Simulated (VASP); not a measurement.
# BN (rocksalt type) (Fm-3m) in VASP: further runs, part 2 of 2

VASP 6.6.1.

### 4 Single point, PBEsol (4.65 Å³/atom)

This run uses another cell than the first one, of 4.65 Å³/atom.

The input, INCAR:

```
  ALGO = Normal
  EDIFF = 1E-6
  ENCUT = 600
  GGA = PS
  GGA_COMPAT = F
  ISIF = 2
  ISMEAR = -1
  LASPH = T
  LCHARG = F
  LREAL = F
  LWAVE = F
  NBANDS = 11
  NELM = 120
  PREC = Accurate
  SIGMA = 0.1
```

The input, KPOINTS:

```
k-points
0
Gamma
  15 15 15
```

The input, POSCAR:

```
BN
1.0
    0.0000000000      1.6687445117      1.6687445117
    1.6687445117      0.0000000000      1.6687445117
    1.6687445117      1.6687445117      0.0000000000
B N
1 1
Direct
    0.0000000000      0.0000000000      0.0000000000
    0.5000000000      0.5000000000      0.5000000000
```

Potentials or basis: VASP PAW PBE potentials, release 64 (B, N).

On the command line:

```
$ cat potpaw_PBE.64/B/POTCAR potpaw_PBE.64/N/POTCAR > POTCAR
$ mpirun -np 1 vasp_std > vasp.out
```

OUTCAR:

```text
EDIFF = 1E-6
   ENCUT = 600
   GGA = PS
   ISIF = 2
   ISMEAR = -1
   LASPH = T
   LREAL = F
   NELM = 120
   PREC = Accurate

 ion  position               nearest neighbor table
   1  0.000  0.000  0.000-   2 1.67   2 1.67   2 1.67   2 1.67   2 1.67   2 1.67
   2  0.500  0.500  0.500-   1 1.67   1 1.67   1 1.67   1 1.67   1 1.67   1 1.67

  LATTYP: Found a face centered cubic cell.
 ALAT       =     3.3374890234

  Lattice vectors:

 A1 = (   0.0000000000,   1.6687445117,   1.6687445117)
 A2 = (   1.6687445117,   0.0000000000,   1.6687445117)
 A3 = (   1.6687445117,   1.6687445117,   0.0000000000)

Analysis of symmetry for initial positions (statically):
=====================================================================
 Subroutine PRICEL returns:
 Original cell was already a primitive cell.

 Routine SETGRP: Setting up the symmetry group for a
 face centered cubic supercell.

 Subroutine GETGRP returns: Found 48 space group operations
 (whereof 48 operations were pure point group operations)
 out of a pool of 48 trial point group operations.

The static configuration has the point symmetry O_h .

Analysis of symmetry for dynamics (positions and initial velocities):
=====================================================================
 Subroutine PRICEL returns:
 Original cell was already a primitive cell.

 Routine SETGRP: Setting up the symmetry group for a
 face centered cubic supercell.

 Subroutine GETGRP returns: Found 48 space group operations
 (whereof 48 operations were pure point group operations)
 out of a pool of 48 trial point group operations.

The dynamic configuration has the point symmetry O_h .

 Subroutine INISYM returns: Found 48 space group operations
 (whereof 48 operations are pure point group operations),
 and found     1 'primitive' translations

----------------------------------------------------------------------------------------

                                     Primitive cell
[... 112 lines left out ...]
  volume/ion in A,a.u.               =       4.65        31.36
  Fermi-wavevector in a.u.,A,eV,Ry     =   1.557298  2.942866 32.996525  2.425176
  Thomas-Fermi vector in A             =   2.660968
   LORBIT       =      0    0 simple, 1 ext, 2 COOP (PROOUT), +10 PAW based schemes
   GGA     = PS    functional components
   LHFCALC =     F    Hartree Fock is set to
   AEXX    =    0.0000 exact exchange contribution
   IVDW    =     0    specifies the selected vdW correction
   LEPSILON=     F    determine dielectric tensor
   LRPA    =     F    only Hartree local field effects (RPA)
 non-spin polarized calculation
  energy-cutoff  :      600.00
  volume of cell :        9.29
 maximum number of plane-waves:       331
   NGX =  9   NGY =  9   NGZ =  9

 number of electron       7.9999999 magnetization

 Free energy of the ion-electron system (eV)
  ---------------------------------------------------
  ext. energy  EPLUGINS =         0.00000000
  ---------------------------------------------------
  free energy    TOTEN  =       -14.74790282 eV

  energy without entropy =      -14.74790261  energy(sigma->0) =      -14.74790272

 E-fermi :  13.6840     XC(G=0): -14.5662

 val. band max:       12.4339963487   @ k =  -0.2000   0.1333   0.0000
 cond. band min:      14.8004376517   @ k =   0.4667   0.4667   0.0000
 fundamental gap:      2.3664413030
 Fermi energy:        13.6839861310

 k-point     1 :       0.0000    0.0000    0.0000
  band No.  band energies     occupation
      1     -12.0790      2.00000
      2      11.4554      2.00000
      3      11.4554      2.00000
      4      11.4554      2.00000
      5      24.7840      0.00000
      6      25.9324      0.00000
      7      25.9324      0.00000
      8      25.9324      0.00000
      9      31.6470      0.00000
     10      31.6470      0.00000
     11      31.6470      0.00000
[... 309 lines left out ...]
 k-point    24 :       0.2000    0.1333    0.0000
  band No.  band energies     occupation
      1     -10.8453      2.00000
      2       8.7443      2.00000
      3       9.7439      2.00000
      4      10.9547      2.00000
      5      19.8887      0.00000
      6      25.2468      0.00000
      7      25.7070      0.00000
      8      26.6212      0.00000
      9      27.4061      0.00000
     10      36.6277      0.00000
     11      36.9365      0.00000

 [... further k-points ...]
[... 5 lines left out ...]
  --------------------------------------------------------------------------------------
  -------------------------------------------------------------------------------------
  Total        3.8115071      3.8115071      3.8115071     -0.0000000      0.0000000     -0.0000000
  in kB      657.0641431    657.0641431    657.0641431     -0.0000000      0.0000000     -0.0000000
  external PRESSURE =     657.0641431 kB  Pullay stress =       0.0000000 kB

 VOLUME and BASIS-vectors are now :
 -----------------------------------------------------------------------------
  energy-cutoff  :      600.00
  volume of cell :        9.29
      direct lattice vectors                 reciprocal lattice vectors
     0.000000000  1.668744512  1.668744512    -0.299626454  0.299626454  0.299626454
     1.668744512  0.000000000  1.668744512     0.299626454 -0.299626454  0.299626454
     1.668744512  1.668744512  0.000000000     0.299626454  0.299626454 -0.299626454

 POSITION                                       TOTAL-FORCE (eV/Angst)
 -----------------------------------------------------------------------------------
      0.00000      0.00000      0.00000        -0.000000     -0.000000      0.000000
      1.66874      1.66874      1.66874         0.000000      0.000000     -0.000000
 -----------------------------------------------------------------------------------
    total drift:                                0.000000      0.000000      0.000000

  FREE ENERGIE OF THE ION-ELECTRON SYSTEM (eV)
  ---------------------------------------------------
  free  energy   TOTEN  =       -14.7479028179 eV

  energy  without entropy=      -14.7479026138  energy(sigma->0) =      -14.74790272
```

stdout:

```text
POSCAR found type information on POSCAR B N
 POSCAR found :  2 types and       2 ions
 scaLAPACK will be used
 -----------------------------------------------------------------------------
|                                                                             |
|                                                                             |
|     You enforced a specific xc type in the INCAR file but a different       |
|     I HOPE YOU KNOW WHAT YOU ARE DOING!                                     |
|                                                                             |
 -----------------------------------------------------------------------------

 LDA part: xc-table for (Slater+PW92), standard interpolation
 POSCAR, INCAR and KPOINTS ok, starting setup
 FFT: planning ... GRIDC
 FFT: planning ... GRID_SOFT
 FFT: planning ... GRID
 WAVECAR not read
 entering main loop
```

Run time: 10 s. Hardware: 1 thread of AMD EPYC 9R45 (Zen 5), shared host; peak memory 0.1 GiB.

Results:

* Free energy: -14.7479 eV
* Pressure: 65.7 GPa
* Band gap on the k mesh: 2.37 eV (least direct gap 6.39 eV)

Caveat: the cell stands under pressure; the PAW data sets were made with another functional, which shifts forces and pressure a little; an odd mesh through Γ misses points on the zone boundary, where band edges can lie.

### 5 Single point, PBEsol (4.96 Å³/atom)

This run uses another cell than the first one, of 4.96 Å³/atom.

The input, INCAR:

```
SYSTEM = BN
PREC = Accurate
ENCUT = 600
EDIFF = 1E-6
ISMEAR = -1
SIGMA = 0.1
LREAL = .FALSE.
LASPH = .TRUE.
NELM = 120
ALGO = Normal
ISIF = 2
LWAVE = .FALSE.
LCHARG = .TRUE.
GGA = PS
LELF = .TRUE.
LVHAR = .TRUE.
NBANDS = 11
GGA_COMPAT = .FALSE.
```

The input, KPOINTS:

```
regular mesh
0
G
  15 15 15
  0 0 0
```

The input, POSCAR:

```
BN
1.0
    0.0000000000      1.7058398047      1.7058398047
    1.7058398047      0.0000000000      1.7058398047
    1.7058398047      1.7058398047      0.0000000000
B N
1 1
Direct
    0.0000000000      0.0000000000      0.0000000000
    0.5000000000      0.5000000000      0.5000000000
```

Potentials or basis: VASP PAW PBE potentials, release 64 (B, N).

On the command line:

```
$ cat potpaw_PBE.64/B/POTCAR potpaw_PBE.64/N/POTCAR > POTCAR
$ mpirun -np 1 vasp_std > vasp.out
```

OUTCAR:

```text
SYSTEM = BN
   PREC = Accurate
   ENCUT = 600
   EDIFF = 1E-6
   ISMEAR = -1
   LREAL = .FALSE.
   LASPH = .TRUE.
   NELM = 120
   ISIF = 2
   GGA = PS

 ion  position               nearest neighbor table
   1  0.000  0.000  0.000-   2 1.71   2 1.71   2 1.71   2 1.71   2 1.71   2 1.71
   2  0.500  0.500  0.500-   1 1.71   1 1.71   1 1.71   1 1.71   1 1.71   1 1.71

  LATTYP: Found a face centered cubic cell.
 ALAT       =     3.4116796094

  Lattice vectors:

 A1 = (   0.0000000000,   1.7058398047,   1.7058398047)
 A2 = (   1.7058398047,   0.0000000000,   1.7058398047)
 A3 = (   1.7058398047,   1.7058398047,   0.0000000000)

Analysis of symmetry for initial positions (statically):
=====================================================================
 Subroutine PRICEL returns:
 Original cell was already a primitive cell.

 Routine SETGRP: Setting up the symmetry group for a
 face centered cubic supercell.

 Subroutine GETGRP returns: Found 48 space group operations
 (whereof 48 operations were pure point group operations)
 out of a pool of 48 trial point group operations.

The static configuration has the point symmetry O_h .

Analysis of symmetry for dynamics (positions and initial velocities):
=====================================================================
 Subroutine PRICEL returns:
 Original cell was already a primitive cell.

 Routine SETGRP: Setting up the symmetry group for a
 face centered cubic supercell.

 Subroutine GETGRP returns: Found 48 space group operations
 (whereof 48 operations were pure point group operations)
 out of a pool of 48 trial point group operations.

The dynamic configuration has the point symmetry O_h .

 Subroutine INISYM returns: Found 48 space group operations
 (whereof 48 operations are pure point group operations),
 and found     1 'primitive' translations

----------------------------------------------------------------------------------------
[... 118 lines left out ...]
   GGA     = PS    functional components
   LHFCALC =     F    Hartree Fock is set to
   AEXX    =    0.0000 exact exchange contribution
   IVDW    =     0    specifies the selected vdW correction
   LEPSILON=     F    determine dielectric tensor
   LRPA    =     F    only Hartree local field effects (RPA)
 non-spin polarized calculation
  energy-cutoff  :      600.00
  volume of cell :        9.93
 maximum number of plane-waves:       343
   NGX =  9   NGY =  9   NGZ =  9

 number of electron       8.0000000 magnetization

 Free energy of the ion-electron system (eV)
  ---------------------------------------------------
  ext. energy  EPLUGINS =         0.00000000
  ---------------------------------------------------
  free energy    TOTEN  =       -14.93215834 eV

  energy without entropy =      -14.93215594  energy(sigma->0) =      -14.93215714

 E-fermi :  12.4014     XC(G=0): -14.2309

 val. band max:       11.4152102817   @ k =  -0.2000   0.1333   0.0000
 cond. band min:      13.2423267407   @ k =   0.4667   0.4667   0.0000
 fundamental gap:      1.8271164590
 Fermi energy:        12.4013673646

 k-point     1 :       0.0000    0.0000    0.0000
  band No.  band energies     occupation
      1     -12.1182      2.00000
      2      10.4786      2.00000
      3      10.4786      2.00000
      4      10.4786      2.00000
      5      22.2139      0.00000
      6      24.2030      0.00000
      7      24.2030      0.00000
      8      24.2030      0.00000
      9      30.2420      0.00000
     10      30.2420      0.00000
     11      30.2420      0.00000
[... 309 lines left out ...]
 k-point    24 :       0.2000    0.1333    0.0000
  band No.  band energies     occupation
      1     -10.9374      2.00000
      2       7.8762      2.00000
      3       8.8948      2.00000
      4       9.9417      2.00000
      5      18.5383      0.00000
      6      23.2574      0.00000
      7      24.0043      0.00000
      8      24.5676      0.00000
      9      26.0618      0.00000
     10      34.9284      0.00000
     11      35.2234      0.00000

 [... further k-points ...]

------------------------ aborting loop because EDIFF is reached ----------------------------------------

  FORCE on cell =-STRESS in cart. coord.  units (eV):
  Direction    XX          YY          ZZ          XY          YZ          ZX
  --------------------------------------------------------------------------------------
  -------------------------------------------------------------------------------------
  Total        1.7409325      1.7409325      1.7409325      0.0000000      0.0000000     -0.0000000
  in kB      280.9621273    280.9621273    280.9621273      0.0000000      0.0000000     -0.0000000
  external PRESSURE =     280.9621273 kB  Pullay stress =       0.0000000 kB

 VOLUME and BASIS-vectors are now :
 -----------------------------------------------------------------------------
  energy-cutoff  :      600.00
  volume of cell :        9.93
      direct lattice vectors                 reciprocal lattice vectors
     0.000000000  1.705839805  1.705839805    -0.293110759  0.293110759  0.293110759
     1.705839805  0.000000000  1.705839805     0.293110759 -0.293110759  0.293110759
     1.705839805  1.705839805  0.000000000     0.293110759  0.293110759 -0.293110759

 POSITION                                       TOTAL-FORCE (eV/Angst)
 -----------------------------------------------------------------------------------
      0.00000      0.00000      0.00000        -0.000000     -0.000000      0.000000
      1.70584      1.70584      1.70584         0.000000      0.000000      0.000000
 -----------------------------------------------------------------------------------
    total drift:                                0.000000      0.000000      0.000000

  FREE ENERGIE OF THE ION-ELECTRON SYSTEM (eV)
  ---------------------------------------------------
  free  energy   TOTEN  =       -14.9321583397 eV

  energy  without entropy=      -14.9321559430  energy(sigma->0) =      -14.93215714
```

stdout:

```text
POSCAR found type information on POSCAR B N
 POSCAR found :  2 types and       2 ions
 scaLAPACK will be used
 -----------------------------------------------------------------------------
|                                                                             |
|                                                                             |
|     You enforced a specific xc type in the INCAR file but a different       |
|     I HOPE YOU KNOW WHAT YOU ARE DOING!                                     |
|                                                                             |
 -----------------------------------------------------------------------------

 LDA part: xc-table for (Slater+PW92), standard interpolation
 POSCAR, INCAR and KPOINTS ok, starting setup
 FFT: planning ... GRIDC
 FFT: planning ... GRID_SOFT
 FFT: planning ... GRID
 WAVECAR not read
 entering main loop
```

Run time: 11 s. Hardware: 1 thread of AMD EPYC 9R45 (Zen 5), shared host; peak memory 0.1 GiB.

Results:

| Quantity | Value |
| --- | --- |
| Free energy | -14.9322 eV |
| Pressure | 28.1 GPa |
| Band gap on the k mesh | 1.83 eV (least direct gap 6.15 eV) |

Levels at points of the mesh, in eV from the valence-band top:
| k point | band 1 | band 2 | band 3 | band 4 | band 5 | band 6 | band 7 | band 8 | band 9 |
| --- | --- | --- | --- | --- | --- | --- | --- | --- | --- |
| (0.00, 0.00, 0.00) | -23.53 | -0.94 | -0.94 | -0.94 | 10.80 | 12.79 | 12.79 | 12.79 | 18.83 |

Caveat: the cell stands under pressure; the PAW data sets were made with another functional, which shifts forces and pressure a little; an odd mesh through Γ misses points on the zone boundary, where band edges can lie.

### 6 The runs side by side

```csv
cell,gap on the mesh (eV),pressure (GPa)
"a = 2.286 Å, angles 60.0°, 2 atoms",3.21,137.0
"a = 2.360 Å, angles 60.0°, 2 atoms",2.37,65.7
"a = 2.412 Å, angles 60.0°, 2 atoms",1.83,28.1
```

Alike in all rows: task single point; level PBEsol; potentials or basis VASP PAW PBE potentials, release 64 (B, N); no spin polarisation; k mesh 15 × 15 × 15; cutoff (eV) 600; smearing fermi-dirac 0.1 eV.

Caveats: the cell stands under pressure; the PAW data sets were made with another functional, which shifts forces and pressure a little; an odd mesh through Γ misses points on the zone boundary, where band edges can lie.

Total energies depend on the potentials used, so only differences within one code and one set of settings carry meaning.
